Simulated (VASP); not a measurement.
# Re (Fd-3m) in VASP: notebook

Runs on Re. Level: PBE. Tasks: single point, relaxation of cell and atoms.

Everything below comes from runs of VASP 6.6.1. Logs are shortened: lines on timing, memory, paths and dates and some standing lists are left out, and cuts for length are marked.

### Step 1. The cell of the first run

The structure is cubic, space group Fd-3m (No. 227). The conventional cell has a = 5.135 Å, b = 5.135 Å, c = 5.135 Å, α = 90.00°, β = 90.00°, γ = 90.00°. Within 2.9 Å of Re (site symmetry -43m) lie 4 Re at 2.22 Å.

This isn't the form of Re at room conditions, which is hcp.

### Step 2. Single point, PBE

INCAR

```
SYSTEM = Re
PREC = Accurate
ENCUT = 600
EDIFF = 1E-6
ISMEAR = 0
SIGMA = 0.1
LREAL = .False.
LASPH = .True.
NELM = 120
ALGO = Normal
ISIF = 2
LWAVE = .False.
LCHARG = .False.
GGA = PE
NBANDS = 14
GGA_COMPAT = .False.
```

KPOINTS

```
regular mesh
0
Gamma
  6 6 6
  0 0 0
```

POSCAR

```
Re
1.0
    0.0000000000      2.5672739409      2.5672739409
    2.5672739409      0.0000000000      2.5672739409
    2.5672739409      2.5672739409      0.0000000000
Re
2
Direct
    0.5000000000      0.5000000000      0.5000000000
    0.7500000000      0.7500000000      0.7500000000
```

Potentials or basis: VASP PAW PBE potentials, release 64 (Re).

Launch:

```sh
$ cat potpaw_PBE.64/Re/POTCAR > POTCAR
$ mpirun -np 1 vasp_std > vasp.out
```

OUTCAR:

```text
SYSTEM = Re
   PREC = Accurate
   ENCUT = 600
   EDIFF = 1E-6
   ISMEAR = 0
   LREAL = .False.
   LASPH = .True.
   NELM = 120
   ISIF = 2
   GGA = PE

 ion  position               nearest neighbor table
   1  0.500  0.500  0.500-   2 2.22   2 2.22   2 2.22   2 2.22
   2  0.750  0.750  0.750-   1 2.22   1 2.22   1 2.22   1 2.22

  LATTYP: Found a face centered cubic cell.
 ALAT       =     5.1345478818

  Lattice vectors:

 A1 = (   0.0000000000,   2.5672739409,   2.5672739409)
 A2 = (   2.5672739409,   0.0000000000,   2.5672739409)
 A3 = (   2.5672739409,   2.5672739409,   0.0000000000)

Analysis of symmetry for initial positions (statically):
=====================================================================
 Subroutine PRICEL returns:
 Original cell was already a primitive cell.

 Routine SETGRP: Setting up the symmetry group for a
 face centered cubic supercell.

 Subroutine GETGRP returns: Found 48 space group operations
 (whereof 24 operations were pure point group operations)
 out of a pool of 48 trial point group operations.

The static configuration has the point symmetry T_d .
 The point group associated with its full space group is O_h .

Analysis of symmetry for dynamics (positions and initial velocities):
=====================================================================
 Subroutine PRICEL returns:
 Original cell was already a primitive cell.

 Routine SETGRP: Setting up the symmetry group for a
 face centered cubic supercell.

 Subroutine GETGRP returns: Found 48 space group operations
 (whereof 24 operations were pure point group operations)
 out of a pool of 48 trial point group operations.

The dynamic configuration has the point symmetry T_d .
 The point group associated with its full space group is O_h .

 Subroutine INISYM returns: Found 48 space group operations
 (whereof 24 operations are pure point group operations),
 and found     1 'primitive' translations

----------------------------------------------------------------------------------------

                                     Primitive cell

  volume of cell :      33.8413

  direct lattice vectors                    reciprocal lattice vectors
     0.000000000  2.567273941  2.567273941    -0.194759115  0.194759115  0.194759115
     2.567273941  0.000000000  2.567273941     0.194759115 -0.194759115  0.194759115
     2.567273941  2.567273941  0.000000000     0.194759115  0.194759115 -0.194759115

  length of vectors
     3.630673626  3.630673626  3.630673626     0.337332682  0.337332682  0.337332682

  position of ions in fractional coordinates (direct lattice)
     0.500000000  0.500000000  0.500000000
     0.750000000  0.750000000  0.750000000

  ion indices of the primitive-cell ions
   primitive index   ion index
                 1           1
                 2           2

----------------------------------------------------------------------------------------

 KPOINTS: regular mesh

Automatic generation of k-mesh.
 Grid dimensions read from file:
 generate k-points for:    6    6    6

 Generating k-lattice:

  Cartesian coordinates                     Fractional coordinates (reciprocal lattice)
    -0.032459852  0.032459852  0.032459852     0.166666667  0.000000000  0.000000000
     0.032459852 -0.032459852  0.032459852     0.000000000  0.166666667  0.000000000
     0.032459852  0.032459852 -0.032459852     0.000000000  0.000000000  0.166666667

  Length of vectors
     0.056222114  0.056222114  0.056222114

  Shift w.r.t. Gamma in fractional coordinates (k-lattice)
     0.000000000  0.000000000  0.000000000

 Subroutine IBZKPT returns following result:
 ===========================================

 Found     16 irreducible k-points:

 Following reciprocal coordinates:
            Coordinates               Weight
  0.000000  0.000000  0.000000      1.000000
  0.166667  0.000000  0.000000      8.000000
  0.333333  0.000000  0.000000      8.000000
  0.500000  0.000000  0.000000      4.000000
  0.166667  0.166667  0.000000      6.000000
  0.333333  0.166667  0.000000     24.000000
[... 8 lines left out ...]
 -0.333333  0.333333  0.166667     24.000000
 -0.333333  0.500000  0.166667     12.000000
   k-points           NKPTS =     16   k-points in BZ     NKDIM =     16   number of bands    NBANDS=     14
   number of dos      NEDOS =    301   number of ions     NIONS =      2
   total plane-waves  NPLWV =  27000
   dimension x,y,z NGX =    30 NGY =   30 NGZ =   30
   dimension x,y,z NGXF=    60 NGYF=   60 NGZF=   60
   ions per type =               2
   NGX,Y,Z   is equivalent  to a cutoff of  13.74, 13.74, 13.74 a.u.
   NGXF,Y,Z  is equivalent  to a cutoff of  27.47, 27.47, 27.47 a.u.
 SYSTEM =  Re
   PREC   = accura    normal or accurate (medium, high low for compatibility)
   ISTART =      0    job   : 0-new  1-cont  2-samecut
   ICHARG =      2    charge: 1-file 2-atom 10-const
   ISPIN  =      1    spin polarized calculation?
   LNONCOLLINEAR =      F non collinear calculations
   LSORBIT =      F    spin-orbit coupling
   LASPH  =      T    aspherical Exc in radial PAW
   ENCUT  =  600.0 eV  44.10 Ry    6.64 a.u.   7.25  7.25  7.25*2*pi/ulx,y,z
   NELM   =    120;   NELMIN=  2; NELMDL= -5     # of ELM steps
   EDIFF  = 0.1E-05   stopping-criterion for ELM
   LREAL  =      F    real-space projection
[... 7 lines left out ...]
   TEBEG  =    0.0;   TEEND  =   0.0 temperature during run
   PSTRESS=    0.0 pullay stress
   NELECT =      14.0000    total number of electrons
   NUPDOWN=      -1.0000    fix difference up-down
   EMIN   =  10.00;   EMAX   =-10.00  energy-range for DOS
   EFERMI =   0.00;   METHOD = LEGACY
   ISMEAR =     0;   SIGMA  =   0.10  broadening in eV -4-tet -1-fermi 0-gaus
   EFERMI_NEDOS =   21; number of points for ismear=-14 and -15
   IALGO  =     38    algorithm
   IMIX   =      4    mixing-type and parameters
     AMIX     =   0.40;   BMIX     =  1.00
     AMIX_MAG =   1.60;   BMIX_MAG =  1.00
  volume/ion in A,a.u.               =      16.92       114.19
  Fermi-wavevector in a.u.,A,eV,Ry     =   1.219837  2.305159 20.245516  1.488003
  Thomas-Fermi vector in A             =   2.355076
   LORBIT       =      0    0 simple, 1 ext, 2 COOP (PROOUT), +10 PAW based schemes
   GGA     = PE    functional components
   LHFCALC =     F    Hartree Fock is set to
   AEXX    =    0.0000 exact exchange contribution
   IVDW    =     0    specifies the selected vdW correction
   LEPSILON=     F    determine dielectric tensor
   LRPA    =     F    only Hartree local field effects (RPA)
 non-spin polarized calculation
 Gauss-broadening in eV      SIGMA  =   0.10
  energy-cutoff  :      600.00
  volume of cell :       33.84
 maximum number of plane-waves:      1158
 NGX is ok and might be reduce to    30
   NGX = 15   NGY = 15   NGZ = 15

 number of electron      14.0000000 magnetization

 Free energy of the ion-electron system (eV)
  ---------------------------------------------------
  ext. energy  EPLUGINS =         0.00000000
  ---------------------------------------------------
  free energy    TOTEN  =       -19.39948131 eV

  energy without entropy =      -19.39158073  energy(sigma->0) =      -19.39553102

 E-fermi :   6.3230     XC(G=0): -12.4576

 val. band max:        6.1004403376   @ k =   0.1667   0.0000   0.0000
 cond. band min:       6.3493732661   @ k =  -0.3333   0.3333   0.1667
 fundamental gap:      0.2489329286
 Fermi energy:         6.3229992875

 k-point     1 :       0.0000    0.0000    0.0000
  band No.  band energies     occupation
      1      -2.0489      2.00000
      2       1.6670      2.00000
      3       1.6670      2.00000
      4       3.3535      2.00000
      5       3.3535      2.00000
      6       3.3535      2.00000
      7       7.1264      0.00000
      8       7.1264      0.00000
      9       7.1264      0.00000
     10      12.2490      0.00000
     11      12.2490      0.00000
     12      18.3170      0.00000
     13      20.0665      0.00000
     14      20.0788      0.00000

 k-point     2 :       0.1667    0.0000    0.0000
  band No.  band energies     occupation
      1      -1.3790      2.00000
      2       1.4692      2.00000
      3       1.4692      2.00000
      4       3.2288      2.00000
      5       3.8028      2.00000
      6       3.8028      2.00000
      7       6.1004      1.99835
      8       7.0422      0.00000
      9       7.0422      0.00000
     10      12.1089      0.00000
     11      12.1089      0.00000
     12      17.5184      0.00000
     13      19.8323      0.00000
     14      20.4532      0.00000

 k-point     3 :       0.3333    0.0000    0.0000
  band No.  band energies     occupation
      1       0.1851      2.00000
      2       1.5905      2.00000
      3       1.5905      2.00000
      4       2.8207      2.00000
      5       3.5769      2.00000
      6       3.5769      2.00000
      7       4.9811      2.00000
      8       7.7836      0.00000
      9       7.7836      0.00000
     10      11.5527      0.00000
     11      11.5527      0.00000
     12      14.4761      0.00000
     13      17.3687      0.00000
     14      20.6441      0.00000
[... 188 lines left out ...]
 k-point    15 :      -0.3333    0.3333    0.1667
  band No.  band energies     occupation
      1       0.4711      2.00000
      2       0.7693      2.00000
      3       2.6716      2.00000
      4       3.0220      2.00000
      5       4.0887      2.00000
      6       4.5664      2.00000
      7       6.3494      0.70916
      8       6.4600      0.05268
      9       8.8534      0.00000
     10      10.5646      0.00000
     11      11.6878      0.00000
     12      11.7911      0.00000
     13      14.1274      0.00000
     14      15.0055      0.00000

 k-point    16 :      -0.3333    0.5000    0.1667
  band No.  band energies     occupation
      1       0.4567      2.00000
      2       0.4567      2.00000
      3       3.1515      2.00000
      4       3.1515      2.00000
      5       4.9088      2.00000
      6       4.9088      2.00000
      7       5.5770      2.00000
      8       5.5770      2.00000
      9      11.3811      0.00000
     10      11.3811      0.00000
     11      11.7346      0.00000
     12      11.7346      0.00000
     13      12.1767      0.00000
     14      12.1767      0.00000

------------------------ aborting loop because EDIFF is reached ----------------------------------------

  FORCE on cell =-STRESS in cart. coord.  units (eV):
  Direction    XX          YY          ZZ          XY          YZ          ZX
  --------------------------------------------------------------------------------------
  -------------------------------------------------------------------------------------
  Total       17.9615661     17.9615661     17.9615661      0.0000000      0.0000000     -0.0000000
  in kB      850.3704294    850.3704294    850.3704294      0.0000000      0.0000000     -0.0000000
  external PRESSURE =     850.3704294 kB  Pullay stress =       0.0000000 kB

 VOLUME and BASIS-vectors are now :
 -----------------------------------------------------------------------------
  energy-cutoff  :      600.00
  volume of cell :       33.84
      direct lattice vectors                 reciprocal lattice vectors
     0.000000000  2.567273941  2.567273941    -0.194759115  0.194759115  0.194759115
     2.567273941  0.000000000  2.567273941     0.194759115 -0.194759115  0.194759115
     2.567273941  2.567273941  0.000000000     0.194759115  0.194759115 -0.194759115

 POSITION                                       TOTAL-FORCE (eV/Angst)
 -----------------------------------------------------------------------------------
      2.56727      2.56727      2.56727        -0.000000     -0.000000     -0.000000
      3.85091      3.85091      3.85091         0.000000      0.000000      0.000000
 -----------------------------------------------------------------------------------
    total drift:                                0.000000     -0.000000     -0.000000

  FREE ENERGIE OF THE ION-ELECTRON SYSTEM (eV)
  ---------------------------------------------------
  free  energy   TOTEN  =       -19.3994813145 eV

  energy  without entropy=      -19.3915807335  energy(sigma->0) =      -19.39553102
```

Wall time 15 s (1 thread of Intel Xeon 8259CL, shared host); peak memory 0.17 GiB.

What came out:

```
Free energy            : -19.3995 eV
Pressure               : 85.0 GPa
Band gap on the k mesh : zero (bands 7 and 8 overlap by 1.55 eV)
```

Caveat: the cell stands under pressure; spin-orbit coupling is left out, which moves the levels of the heavy elements.

### Step 3. Single point, PBE

This run uses another cell than the first one, of 22.58 Å³/atom.

INCAR

```
SYSTEM = Re
PREC = Accurate ; ENCUT = 600
EDIFF = 1E-6 ; ISMEAR = 0
SIGMA = 0.1 ; LREAL = .FALSE.
LASPH = .TRUE. ; NELM = 120
ALGO = Normal ; ISIF = 2
LWAVE = .FALSE. ; LCHARG = .TRUE.
GGA = PE ; LELF = .TRUE.
LVHAR = .TRUE. ; NBANDS = 14
GGA_COMPAT = .FALSE.
```

KPOINTS

```
Automatic mesh
0
G
  6 6 6
  0 0 0
```

POSCAR

```
Re
1.0
    0.0000000000      2.8264430129      2.8264430129
    2.8264430129      0.0000000000      2.8264430129
    2.8264430129      2.8264430129      0.0000000000
Re
2
Direct
    0.5000000000      0.5000000000      0.5000000000
    0.7500000000      0.7500000000      0.7500000000
```

Potentials or basis: VASP PAW PBE potentials, release 64 (Re).

Launch:

```sh
$ cat potpaw_PBE.64/Re/POTCAR > POTCAR
$ mpirun -np 1 vasp_std > vasp.out
```

It took 14 s on 1 thread of Intel Xeon 8259CL, shared host; peak memory 0.17 GiB.

Results (log left out):

```
Free energy            : -21.7026 eV
Pressure               : -1.6 GPa
Band gap on the k mesh : zero (bands 7 and 8 overlap by 1.02 eV)
```

Levels at points of the mesh, in eV from the Fermi level:
| k point | band 5 | band 6 | band 7 | band 8 | band 9 | band 10 |
| --- | --- | --- | --- | --- | --- | --- |
| (0.00, 0.00, 0.00) | -2.24 | -2.24 | 0.65 | 0.65 | 0.65 | 4.07 |
| (0.50, 0.00, 0.00) | -2.44 | -2.44 | -0.88 | 1.69 | 1.69 | 3.25 |
| (0.50, 0.50, 0.00) | -1.93 | -1.93 | 0.01 | 0.01 | 3.63 | 3.63 |

Caveat: spin-orbit coupling is left out, which moves the levels of the heavy elements.

(Part 1 of 2 ends here.)

The gap in the log of VASP goes by the Fermi energy; the results here count the filled bands.